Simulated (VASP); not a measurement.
Write the native input for VASP 6.6.1 that does the following.

| Item | Value |
| --- | --- |
| Task | relaxation of cell and atoms |
| Functional | LDA |
| Potentials or basis | VASP PAW LDA potentials, release 64 (Ca_sv) |
| Cutoff | 600 eV |
| k mesh | 11 × 11 × 11 |
| Occupations | fermi-dirac, width 0.08 eV |
| Spin | no spin polarisation |
| Target pressure | 1.6 GPa |
| Dipole correction | no |
| Further INCAR settings | ALGO = Normal; EDIFF = 1e-06; IBRION = 2; EDIFFG = -0.005; NSW = 60; ISIF = 3 |

The structure of Ca lies in POSCAR:

```
Ca
1.0
    3.3536734102      0.0000000000      0.0000000000
    0.0000000000      3.3536734102      0.0000000000
    0.0000000000      0.0000000000      3.3536734102
Ca
1
Direct
    0.0000000000      0.0000000000      0.0000000000
```

This isn't the form of Ca at room conditions, which is fcc.

These files were run (other wordings do the same):

INCAR

```
PREC = Accurate
ENCUT = 600
EDIFF = 1E-6
ISMEAR = -1
SIGMA = 0.08
LREAL = False
LASPH = True
NELM = 80
ALGO = Normal
ISIF = 3
LWAVE = False
LCHARG = False
IBRION = 2
NSW = 60
EDIFFG = -0.005
PSTRESS = 16.0
```

KPOINTS

```
regular mesh
0
Gamma
  11 11 11
```

Potentials or basis: VASP PAW LDA potentials, release 64 (Ca_sv).

Run with:

```console
$ cat potpaw_LDA.64/Ca_sv/POTCAR > POTCAR
$ mpirun -np 1 vasp_std > vasp.out
```

Results of the run:

```yaml
Relaxed_volume: 34.26 Å³/atom
Relaxed_cell: a = 3.248 Å, b = 3.248 Å, c = 3.248 Å, α = 90.00°, β = 90.00°, γ = 90.00°
Space_group_after_relaxing_to_0.1_Å: Pm-3m (No. 221)
Energy_change_on_relaxing_the_run_minimises_the_enthalpy: +18.2 meV/atom
Ionic_steps: 4
Pressure_after_relaxing: 1.6 GPa
Band_gap_on_the_k_mesh: zero (bands 5 and 6 overlap by 0.47 eV)
```

Caveat: the cell is relaxed towards a set pressure, so the run minimises the enthalpy, not the energy.

Wall time 22 s on 1 thread of Intel(R) Xeon(R) 6975P-C (Granite Rapids), on a shared host, peak memory 0.16 GiB.
